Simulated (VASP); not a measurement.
# Cu: single point with PBE

Crystal: Cu.

```xyz
1
Lattice="0.0000 1.8335 1.8335 1.8335 0.0000 1.8335 1.8335 1.8335 0.0000" Properties=species:S:1:pos:R:3 pbc="T T T"
Cu    0.0000    0.0000    0.0000
```

```yaml
Program: VASP 6.6.1
Task: single point
Functional: PBE
Potentials_or_basis: VASP PAW PBE potentials, release 64 (Cu)
Cutoff: 600 eV
k_mesh: 14 × 14 × 14
Occupations: fermi-dirac, width 0.1 eV
Spin: no spin polarisation
```

The pressure is -3.4 GPa.

Levels at points of the mesh, in eV from the Fermi level:
| k point | band 3 | band 4 | band 5 | band 6 | band 7 | band 8 | band 9 | band 10 |
| --- | --- | --- | --- | --- | --- | --- | --- | --- |
| (0.00, 0.00, 0.00) | -2.86 | -2.86 | -2.09 | -2.09 | 22.29 | 24.61 | 24.61 | 24.61 |
| (0.50, 0.00, 0.00) | -2.89 | -1.56 | -1.56 | -0.84 | 3.59 | 20.81 | 21.45 | 21.45 |
| (0.50, 0.50, 0.00) | -1.57 | -1.42 | -1.42 | 1.57 | 6.86 | 12.80 | 12.80 | 17.18 |

Run time: 12 s on 1 thread of Intel(R) Xeon(R) Platinum 8488C (Sapphire Rapids), on a shared host, peak memory 0.15 GiB.
